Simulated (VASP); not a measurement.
# Ge (I4_1/amd) in VASP: a series of runs

The runs below take Ge through single point, with PBE.

Everything below comes from runs of VASP 6.6.1. Logs are shortened: lines on timing, memory, paths and dates and some standing lists are left out, and cuts for length are marked.

### Step 1. The cell of the first run

Symmetry: I4_1/amd, No. 141, tetragonal system. Conventional cell: a = 3.840 Å, b = 3.840 Å, c = 6.110 Å, α = 90.00°, β = 90.00°, γ = 90.00°. Within 3.2 Å of Ge (site symmetry -4m2) lie 4 Ge at 2.45 Å.

### Step 2. Single point, PBE (strain -0.040 along x and y, +0.080 along z)

Input file INCAR:

```
PREC = Accurate
ENCUT = 500
EDIFF = 1E-6
ISMEAR = 0
SIGMA = 0.15
LREAL = False
LASPH = True
NELM = 120
ALGO = Normal
ISIF = 2
LWAVE = False
LCHARG = False
GGA = PE
NBANDS = 21
GGA_COMPAT = False
```

Input file KPOINTS:

```
Automatic mesh
0
Gamma
  14 14 14
```

Input file POSCAR:

```
Ge
1.0
    0.0000000000      2.7156192000      3.0550716000
    2.7156192000      0.0000000000      3.0550716000
    2.7156192000      2.7156192000      0.0000000000
Ge
2
Direct
    0.5000000000      0.5000000000      0.5000000000
    0.7500000000      0.7500000000      0.7500000000
```

Potentials or basis: VASP PAW PBE potentials, release 64 (Ge_d).

The run is started by

```sh
cat potpaw_PBE.64/Ge_d/POTCAR > POTCAR
mpirun -np 1 vasp_std > vasp.out
```

OUTCAR:

```text
PREC = Accurate
   ENCUT = 500
   EDIFF = 1E-6
   ISMEAR = 0
   LREAL = False
   LASPH = True
   NELM = 120
   ISIF = 2
   GGA = PE

 ion  position               nearest neighbor table
   1  0.500  0.500  0.500-   2 2.45   2 2.45   2 2.45   2 2.45
   2  0.750  0.750  0.750-   1 2.45   1 2.45   1 2.45   1 2.45

  LATTYP: Found a body centered tetragonal cell.
 ALAT       =     3.8404655029
 C/A-ratio  =     1.5909902577

  Lattice vectors:

 A1 = (  -2.7156192000,   0.0000000000,   3.0550716000)
 A2 = (   2.7156192000,   0.0000000000,   3.0550716000)
 A3 = (   0.0000000000,   2.7156192000,  -3.0550716000)

Analysis of symmetry for initial positions (statically):
=====================================================================
 Subroutine PRICEL returns:
 Original cell was already a primitive cell.

 Routine SETGRP: Setting up the symmetry group for a
 body centered tetragonal supercell.

 Subroutine GETGRP returns: Found 16 space group operations
 (whereof  8 operations were pure point group operations)
 out of a pool of 16 trial point group operations.

The static configuration has the point symmetry D_2d.
 The point group associated with its full space group is D_4h.

Analysis of symmetry for dynamics (positions and initial velocities):
=====================================================================
 Subroutine PRICEL returns:
 Original cell was already a primitive cell.

 Routine SETGRP: Setting up the symmetry group for a
 body centered tetragonal supercell.

 Subroutine GETGRP returns: Found 16 space group operations
 (whereof  8 operations were pure point group operations)
 out of a pool of 16 trial point group operations.

The dynamic configuration has the point symmetry D_2d.
 The point group associated with its full space group is D_4h.

 Subroutine INISYM returns: Found 16 space group operations
 (whereof  8 operations are pure point group operations),
 and found     1 'primitive' translations

----------------------------------------------------------------------------------------

                                     Primitive cell

  volume of cell :      45.0598

  direct lattice vectors                    reciprocal lattice vectors
     0.000000000  2.715619200  3.055071600    -0.184120071  0.184120071  0.163662285
     2.715619200  0.000000000  3.055071600     0.184120071 -0.184120071  0.163662285
     2.715619200  2.715619200  0.000000000     0.184120071  0.184120071 -0.163662285

  length of vectors
     4.087548180  4.087548180  3.840465503     0.307547955  0.307547955  0.307547955

  position of ions in fractional coordinates (direct lattice)
     0.500000000  0.500000000  0.500000000
     0.750000000  0.750000000  0.750000000

  ion indices of the primitive-cell ions
   primitive index   ion index
                 1           1
                 2           2

----------------------------------------------------------------------------------------

 KPOINTS: Automatic mesh

Automatic generation of k-mesh.
 Grid dimensions read from file:
 generate k-points for:   14   14   14

 Generating k-lattice:

  Cartesian coordinates                     Fractional coordinates (reciprocal lattice)
    -0.013151434  0.013151434  0.011690163     0.071428571  0.000000000  0.000000000
     0.013151434 -0.013151434  0.011690163     0.000000000  0.071428571  0.000000000
     0.013151434  0.013151434 -0.011690163     0.000000000  0.000000000  0.071428571

  Length of vectors
     0.021967711  0.021967711  0.021967711

  Shift w.r.t. Gamma in fractional coordinates (k-lattice)
     0.000000000  0.000000000  0.000000000

 Subroutine IBZKPT returns following result:
 ===========================================

 Found    244 irreducible k-points:

 Following reciprocal coordinates:
            Coordinates               Weight
  0.000000  0.000000  0.000000      1.000000
  0.071429  0.000000  0.000000      8.000000
  0.142857 -0.000000  0.000000      8.000000
  0.214286  0.000000  0.000000      8.000000
  0.285714 -0.000000  0.000000      8.000000
  0.357143  0.000000  0.000000      8.000000
[... 16 lines left out ...]
  0.214286  0.142857  0.000000      8.000000
  0.285714  0.142857  0.000000      8.000000
 [... further k-points ...]
   k-points           NKPTS =    244   k-points in BZ     NKDIM =    244   number of bands    NBANDS=     21
   number of dos      NEDOS =    301   number of ions     NIONS =      2
   total plane-waves  NPLWV =  25200
   dimension x,y,z NGX =    30 NGY =   30 NGZ =   28
   dimension x,y,z NGXF=    60 NGYF=   60 NGZF=   56
   ions per type =               2
   NGX,Y,Z   is equivalent  to a cutoff of  12.20, 12.20, 12.12 a.u.
   NGXF,Y,Z  is equivalent  to a cutoff of  24.40, 24.40, 24.24 a.u.
 SYSTEM =  unknown system
   PREC   = accura    normal or accurate (medium, high low for compatibility)
   ISTART =      0    job   : 0-new  1-cont  2-samecut
   ICHARG =      2    charge: 1-file 2-atom 10-const
   ISPIN  =      1    spin polarized calculation?
   LNONCOLLINEAR =      F non collinear calculations
   LSORBIT =      F    spin-orbit coupling
   LASPH  =      T    aspherical Exc in radial PAW
   ENCUT  =  500.0 eV  36.75 Ry    6.06 a.u.   7.45  7.45  7.00*2*pi/ulx,y,z
   NELM   =    120;   NELMIN=  2; NELMDL= -5     # of ELM steps
   EDIFF  = 0.1E-05   stopping-criterion for ELM
   LREAL  =      F    real-space projection
   EDIFFG = 0.1E-04   stopping-criterion for IOM
   NSW    =      0    number of steps for IOM
   IBRION =     -1    ionic relax: 0-MD 1-quasi-New 2-CG
   NFREE  =      0    steps in history (QN), initial steepest desc. (CG)
   ISIF   =      2    stress and relaxation
   ISYM   =      2    0-nonsym 1-usesym 2-fastsym
   POTIM  = 0.5000    time-step for ionic-motion
   TEBEG  =    0.0;   TEEND  =   0.0 temperature during run
   PSTRESS=    0.0 pullay stress
   NELECT =      28.0000    total number of electrons
   NUPDOWN=      -1.0000    fix difference up-down
   EMIN   =  10.00;   EMAX   =-10.00  energy-range for DOS
   EFERMI =   0.00;   METHOD = LEGACY
   ISMEAR =     0;   SIGMA  =   0.15  broadening in eV -4-tet -1-fermi 0-gaus
   EFERMI_NEDOS =   21; number of points for ismear=-14 and -15
   IALGO  =     38    algorithm
   IMIX   =      4    mixing-type and parameters
     AMIX     =   0.40;   BMIX     =  1.00
     AMIX_MAG =   1.60;   BMIX_MAG =  1.00
  volume/ion in A,a.u.               =      22.53       152.04
  Fermi-wavevector in a.u.,A,eV,Ry     =   1.397004  2.639956 26.553423  1.951622
  Thomas-Fermi vector in A             =   2.520303
   LORBIT       =      0    0 simple, 1 ext, 2 COOP (PROOUT), +10 PAW based schemes
   GGA     = PE    functional components
   LHFCALC =     F    Hartree Fock is set to
   AEXX    =    0.0000 exact exchange contribution
   IVDW    =     0    specifies the selected vdW correction
   LEPSILON=     F    determine dielectric tensor
   LRPA    =     F    only Hartree local field effects (RPA)
 non-spin polarized calculation
 Gauss-broadening in eV      SIGMA  =   0.15
  energy-cutoff  :      500.00
  volume of cell :       45.06
 maximum number of plane-waves:      1159
 NGX is ok and might be reduce to    30
   NGX = 15   NGY = 15   NGZ = 13

 number of electron      28.0000019 magnetization

 Free energy of the ion-electron system (eV)
  ---------------------------------------------------
  ext. energy  EPLUGINS =         0.00000000
  ---------------------------------------------------
  free energy    TOTEN  =        -8.90161015 eV

  energy without entropy =       -8.90039420  energy(sigma->0) =       -8.90100217

 E-fermi :   5.1768     XC(G=0):  -9.9660

 val. band max:        5.1595210702   @ k =  -0.1429   0.0714   0.0000
 cond. band min:       5.1805869235   @ k =   0.3571   0.0000   0.0000
 fundamental gap:      0.0210658533
 Fermi energy:         5.1767526903

 k-point     1 :       0.0000    0.0000    0.0000
  band No.  band energies     occupation
      1     -19.7859      2.00000
      2     -19.7859      2.00000
      3     -19.7608      2.00000
      4     -19.7455      2.00000
      5     -19.7371      2.00000
      6     -19.5672      2.00000
[... 13 lines left out ...]
     20      13.1585      0.00000
     21      14.2390      0.00000

 k-point     2 :       0.0714    0.0000    0.0000
  band No.  band energies     occupation
      1     -19.7890      2.00000
      2     -19.7853      2.00000
      3     -19.7660      2.00000
      4     -19.7382      2.00000
      5     -19.7334      2.00000
      6     -19.5686      2.00000
[... 13 lines left out ...]
     20      12.8685      0.00000
     21      14.7752      0.00000

 k-point     3 :       0.1429   -0.0000    0.0000
  band No.  band energies     occupation
      1     -19.7960      2.00000
      2     -19.7840      2.00000
      3     -19.7725      2.00000
      4     -19.7259      2.00000
      5     -19.7252      2.00000
      6     -19.5720      2.00000
[... 13 lines left out ...]
     20      12.8738      0.00000
     21      14.3543      0.00000

 k-point     4 :       0.2143    0.0000    0.0000
  band No.  band energies     occupation
      1     -19.8034      2.00000
      2     -19.7836      2.00000
      3     -19.7753      2.00000
      4     -19.7165      2.00000
      5     -19.7136      2.00000
      6     -19.5762      2.00000
[... 13 lines left out ...]
     20      13.5673      0.00000
     21      13.8760      0.00000

 k-point     5 :       0.2857   -0.0000    0.0000
  band No.  band energies     occupation
      1     -19.8094      2.00000
      2     -19.7846      2.00000
      3     -19.7740      2.00000
      4     -19.7094      2.00000
      5     -19.7032      2.00000
      6     -19.5800      2.00000
[... 13 lines left out ...]
     20      13.8262      0.00000
     21      14.0163      0.00000
[... 382 lines left out ...]
     20      13.4592      0.00000
     21      14.2314      0.00000

 k-point    22 :       0.1429    0.1429    0.0000
  band No.  band energies     occupation
      1     -19.7959      2.00000
      2     -19.7959      2.00000
      3     -19.7863      2.00000
      4     -19.7269      2.00000
      5     -19.7000      2.00000
      6     -19.6029      2.00000
[... 13 lines left out ...]
     20      12.7738      0.00000
     21      16.0865      0.00000

 k-point    23 :       0.2143    0.1429    0.0000
  band No.  band energies     occupation
      1     -19.8015      2.00000
      2     -19.8007      2.00000
      3     -19.7884      2.00000
      4     -19.7204      2.00000
      5     -19.6856      2.00000
      6     -19.6158      2.00000
[... 13 lines left out ...]
     20      13.5198      0.00000
     21      15.7203      0.00000

 k-point    24 :       0.2857    0.1429    0.0000
  band No.  band energies     occupation
      1     -19.8077      2.00000
      2     -19.8054      2.00000
      3     -19.7851      2.00000
      4     -19.7126      2.00000
      5     -19.6729      2.00000
      6     -19.6255      2.00000
[... 13 lines left out ...]
     20      14.3412      0.00000
     21      15.3441      0.00000

 [... further k-points ...]

------------------------ aborting loop because EDIFF is reached ----------------------------------------

  FORCE on cell =-STRESS in cart. coord.  units (eV):
  Direction    XX          YY          ZZ          XY          YZ          ZX
  --------------------------------------------------------------------------------------
  -------------------------------------------------------------------------------------
  Total        2.0052712      2.0052712     -0.6955631      0.0000000      0.0000000      0.0000000
  in kB       71.3008260     71.3008260    -24.7319299      0.0000000      0.0000000      0.0000000
  external PRESSURE =      39.2899073 kB  Pullay stress =       0.0000000 kB

 VOLUME and BASIS-vectors are now :
 -----------------------------------------------------------------------------
  energy-cutoff  :      500.00
  volume of cell :       45.06
      direct lattice vectors                 reciprocal lattice vectors
     0.000000000  2.715619200  3.055071600    -0.184120071  0.184120071  0.163662285
     2.715619200  0.000000000  3.055071600     0.184120071 -0.184120071  0.163662285
     2.715619200  2.715619200  0.000000000     0.184120071  0.184120071 -0.163662285

 POSITION                                       TOTAL-FORCE (eV/Angst)
 -----------------------------------------------------------------------------------
      2.71562      2.71562      3.05507        -0.000000     -0.000000     -0.000000
      4.07343      4.07343      4.58261         0.000000      0.000000      0.000000
 -----------------------------------------------------------------------------------
    total drift:                                0.000000     -0.000000      0.000000

  FREE ENERGIE OF THE ION-ELECTRON SYSTEM (eV)
  ---------------------------------------------------
  free  energy   TOTEN  =        -8.9016101466 eV

  energy  without entropy=       -8.9003942024  energy(sigma->0) =       -8.90100217
```

It took 4.3 min on 1 thread of Intel Xeon 8259CL, shared host; peak memory 0.29 GiB.

Results:

| Quantity | Value |
| --- | --- |
| Free energy | -8.9016 eV |
| Pressure | 3.9 GPa |
| Band gap on the k mesh | zero (bands 14 and 15 overlap by 0.42 eV) |

Stress tensor (GPa, compression positive):
```
 7.13  0.00  0.00
 0.00  7.13  0.00
 0.00  0.00 -2.47
```

Caveat: the cell differs from its parent crystal (strain -0.040 along x and y, +0.080 along z); the cell stands under pressure; semilocal functionals underestimate gaps, so a narrow gap can read as zero.

(Continued in part 2 of 2.)
